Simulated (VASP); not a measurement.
Rh, 1 atom in the cell. It takes space group Fm-3m (No. 225, cubic). Conventional cell: a = 3.796 Å, b = 3.796 Å, c = 3.796 Å, α = 90.00°, β = 90.00°, γ = 90.00°. Within 3.5 Å of Rh (site symmetry m-3m) lie 12 Rh at 2.68 Å. 

```yaml
Program: VASP 6.6.1
Task: single point
Functional: LDA
Potentials_or_basis: VASP PAW LDA potentials, release 64 (Rh_pv)
Cutoff: 500 eV
k_mesh: 14 × 14 × 14
Occupations: methfessel-paxton, width 0.1 eV
Spin: no spin polarisation
Dipole_correction: no
Further_INCAR_settings: ALGO = Normal; EDIFF = 1e-06; NBANDS = 14
```

Potentials or basis: VASP PAW LDA potentials, release 64 (Rh_pv).

Launch:

```bash
$ cat potpaw_LDA.64/Rh_pv/POTCAR > POTCAR
$ mpirun -np 1 vasp_std > vasp.out
```

Hardware: 1 thread of Intel Xeon 8259CL, with other jobs on the host.

Question: Estimate the wall time of this run.

Answer: Wall time 10 s on 1 thread of Intel Xeon 8259CL (shared host), peak memory 0.13 GiB. Counts: scf iterations 11, k points 104.
